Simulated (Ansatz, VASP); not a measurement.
**BP in VASP and in Ansatz**

```xyz
2
Lattice="0.0000 2.2538 2.2538 2.2538 0.0000 2.2538 2.2538 2.2538 0.0000" Properties=species:S:1:pos:R:3 pbc="T T T"
B     0.0000    0.0000    0.0000
P     1.1269    1.1269    1.1269
```

Change from the starting cell: volume scaled by 0.98, ions relaxed.

Alike in both runs: functional PBE; k mesh 16 × 16 × 16; occupations fermi-dirac, width 0.02 eV; no spin polarisation.

Ansatz relaxed the structure, and its values are those at the end. VASP's run is a single point on that final structure, the one shown.

```csv
,VASP,Ansatz
version,VASP 6.6.1,Ansatz 0.2.0
potentials or method,"VASP PAW PBE potentials, release 64 (B, P)","plane-wave PAW, scalar-relativistic"
plane-wave cutoff (eV),520,420
valence electrons in the cell,8,8
```

Ansatz gave:

| Item | Value |
| --- | --- |
| gap on the k mesh at the Fermi level (eV) | 1.22 |
| pressure (GPa) | 4.6 |

Question: Which values does VASP return?

Answer: gap on the k mesh at the Fermi level (eV): 1.22; pressure (GPa): 4.4.

With one functional, cell and mesh, what is left measures potentials, basis and numerics. Ansatz's warnings: stress scf threshold loose.
